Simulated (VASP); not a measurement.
Set up this calculation in VASP 6.6.1, as the native input.

```
Task                   : electric field gradients
Functional             : PBE
Potentials or basis    : VASP PAW PBE potentials, release 64 (Pb_d)
Cutoff                 : 520 eV
k mesh                 : 8 × 8 × 8
Occupations            : fermi-dirac, width 0.05 eV
Spin                   : no spin polarisation
Dipole correction      : no
Further INCAR settings : ALGO = Normal; EDIFF = 1e-08; NBANDS = 21
```

The structure of Pb lies in POSCAR:

```
Pb
1.0
    0.0000000000      3.4168854378      3.4168854378
    3.4168854378      0.0000000000      3.4168854378
    3.4168854378      3.4168854378      0.0000000000
Pb
2
Direct
   -0.2825000000     -0.0725000000     -0.0725000000
    0.2825000000      0.0725000000      0.0725000000
```

This cell differs from its parent crystal: shortest bond scaled by 0.58.

These files were run (other wordings do the same):

INCAR

```
PREC     = Accurate       # precision mode
ENCUT    = 520            # plane-wave cutoff, eV
EDIFF    = 1E-8           # SCF threshold, eV
ISMEAR   = -1             # smearing method
SIGMA    = 0.05           # smearing width, eV
LREAL    = False          # projectors in reciprocal space
LASPH    = True           # aspherical terms in the spheres
NELM     = 80             # most SCF steps
ALGO     = Normal         # electronic algorithm
ISIF     = 2              # what is computed and relaxed
LWAVE    = False          # write WAVECAR
LCHARG   = False          # write CHGCAR
GGA      = PE             # functional
LEFG     = True         
NBANDS   = 21             # bands
```

KPOINTS

```
regular mesh
0
Gamma
  8 8 8
```

Potentials or basis: VASP PAW PBE potentials, release 64 (Pb_d).

Command:

```sh
$ cat potpaw_PBE.64/Pb_d/POTCAR > POTCAR
$ mpirun -np 1 vasp_std > vasp.out
```

Results of the run:

The pressure is 82.1 GPa, the largest force is 71.237 eV/Å and the band gap on the k mesh is zero (band 14 reaches 4.38 eV, above the bottom of band 15 at 4.16 eV).

Caveat: the cell differs from its parent crystal (shortest bond scaled by 0.58); without QUAD_EFG the Cq values of the log hold for a quadrupole moment of 1 mb, not for the nuclei; spin-orbit coupling is left out, which moves the levels of the heavy elements; forces of over 1 eV/Å act on the atoms, so gaps and moduli don't describe the material at rest.

It took 94 s on 1 thread of Intel(R) Xeon(R) Platinum 8488C (Sapphire Rapids), on a shared host, peak memory 0.25 GiB.
